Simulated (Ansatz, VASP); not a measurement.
**HCN: VASP beside Ansatz**

File INCAR:

```
SYSTEM = HCN
ALGO = Normal ; DIPOL = 0.5 0.5 0.755
EDIFF = 1E-6 ; ENCUT = 1000
GGA = PE ; GGA_COMPAT = .False.
IDIPOL = 3 ; ISIF = 2
ISMEAR = 0 ; LASPH = .True.
LCHARG = .False. ; LDIPOL = .True.
LREAL = .False. ; LWAVE = .False.
NBANDS = 12 ; NELM = 120
NELMDL = -8 ; PREC = Accurate
SIGMA = 0.1
```

Contents of KPOINTS:

```
k-points
0
Gamma
  3 3 1
  0 0 0
```

Contents of POSCAR:

```
HCN
1.0
    6.0636097074      0.0000000000      0.0000000000
    0.0000000000      6.4484590514      0.0000000000
    0.0000000000      0.0000000000     25.0016533936
C N H
1 1 1
Direct
    0.2587510266      0.1431529214      0.7550336269
    0.2601892571     -0.0363244283      0.7551653132
    0.2573319104      0.3102840575      0.7548871374
```

Input for Ansatz:

```yaml
crystal:
  lattice:
    - [6.0636097074, 0.0, 0.0]
    - [0.0, 6.4484590514, 0.0]
    - [0.0, 0.0, 25.0016533936]
  atoms:
    - { symbol: C, position: [0.2587510266, 0.1431529214, 0.7550336269] }
    - { symbol: "N", position: [0.2601892571, -0.0363244283, 0.7551653132] }
    - { symbol: H, position: [0.2573319104, 0.3102840575, 0.7548871374] }
basis:
  ecutwfc: 420
kpoints:
  mp_grid: { grid: [3, 3, 1] }
hamiltonian:
  xc: pbe
scf:
  occupations: { method: gaussian, width: 0.1 }
output:
  forces: true
  eigenvalues: true
  write_density: true
  volumetric_format: npy
efield:
  axis: 3
  dipole_correction: true
  ramp_width: 0.04
```

Alike in both runs: task single point; functional PBE; k mesh 3 × 3 × 1; occupations gaussian, width 0.1 eV; no spin polarisation.

|  | VASP | Ansatz |
| --- | --- | --- |
| version | VASP 6.6.1 | Ansatz 0.2.0 |
| potentials or method | VASP PAW PBE potentials, release 64 (C_h, N_h, H_h), cutoff 1000 eV | scalar-relativistic, plane waves, PAW |
| valence electrons in the cell | 10 | 10 |

VASP gave:

- gap on the k mesh at the Fermi level (eV): 7.81
- rms of the force components (eV/Å): 0.022

Q: Estimate Ansatz's values.

A: gap on the k mesh at the Fermi level (eV): 7.80; rms of the force components (eV/Å): 0.012.

Atom by atom the forces differ by 0.024 eV/Å (rms over components).
